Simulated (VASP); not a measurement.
Wanted: the native input for a VASP 6.6.1 run.

```
Task                   : single point
Functional             : LDA
Potentials or basis    : VASP PAW LDA potentials, release 64 (Ta_pv)
Cutoff                 : 520 eV
k mesh                 : 14 × 14 × 14
Occupations            : methfessel-paxton, width 1 eV
Spin                   : no spin polarisation
Dipole correction      : no
Further INCAR settings : ALGO = Normal; EDIFF = 1e-06; NBANDS = 12
```

The structure of Ta lies in POSCAR:

```
Ta
1.0
   -1.6276710318      1.6276710318      1.6276710318
    1.6276710318     -1.6276710318      1.6276710318
    1.6276710318      1.6276710318     -1.6276710318
Ta
1
Direct
    0.0000000000      0.0000000000      0.0000000000
```

One way to write it, as run:

INCAR

```
PREC = Accurate
ENCUT = 520
EDIFF = 1E-6
ISMEAR = 1
SIGMA = 1.0
LREAL = F
LASPH = T
NELM = 80
ALGO = Normal
ISIF = 2
LWAVE = F
LCHARG = T
LELF = T
LVHAR = T
NBANDS = 12
```

KPOINTS

```
Automatic mesh
0
Gamma
  14 14 14
```

Potentials or basis: VASP PAW LDA potentials, release 64 (Ta_pv).

Launch:

```console
$ cat potpaw_LDA.64/Ta_pv/POTCAR > POTCAR
$ mpirun -np 1 vasp_std > vasp.out
```

It gave:

The pressure is 0.5 GPa.

Wall time 16 s on 1 thread of Intel Xeon 6975P-C (shared host), peak memory 0.14 GiB.
